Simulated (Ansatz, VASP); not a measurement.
## Two plane-wave programs on B

```
CELL_PARAMETERS angstrom
-1.46955 2.66214 0.00000
0.00000 0.00000 -3.26279
-4.40866 -2.66214 0.00000
ATOMIC_POSITIONS crystal
B 0.51620 0.41002 0.82793
B 0.01620 0.41002 0.32793
B 0.26620 0.08998 0.57793
B 0.76620 0.08998 0.07793
B 0.98380 0.58998 0.67207
B 0.48380 0.58998 0.17207
B 0.23380 0.91002 0.92207
B 0.73380 0.91002 0.42207
```

Alike in both runs: task single point; functional PBE; k mesh 8 × 8 × 6; occupations gaussian, width 0.1 eV; no spin polarisation.

```csv
,VASP,Ansatz
version,VASP 6.6.1,Ansatz 0.2.0
potentials or method,"VASP PAW PBE potentials, release 64 (B), cutoff 520 eV","scalar-relativistic, plane waves, PAW"
valence electrons in the cell,24,24
```

|  | VASP | Ansatz | Ansatz less VASP |
| --- | --- | --- | --- |
| gap on the k mesh at the Fermi level (eV) | none | none | - |
| pressure (GPa) | 0.1 | 0.0 | -0.03 |
| traceless stress, the component that is largest in VASP (GPa) | 0.47 | 0.47 | -0.001 |
| rms of the force components (eV/Å) | 0.009 | 0.008 | -0.0006 |

Atom by atom the forces differ by 0.002 eV/Å (rms over components). A gap of «none» marks a metal or a gap that the smearing closes.
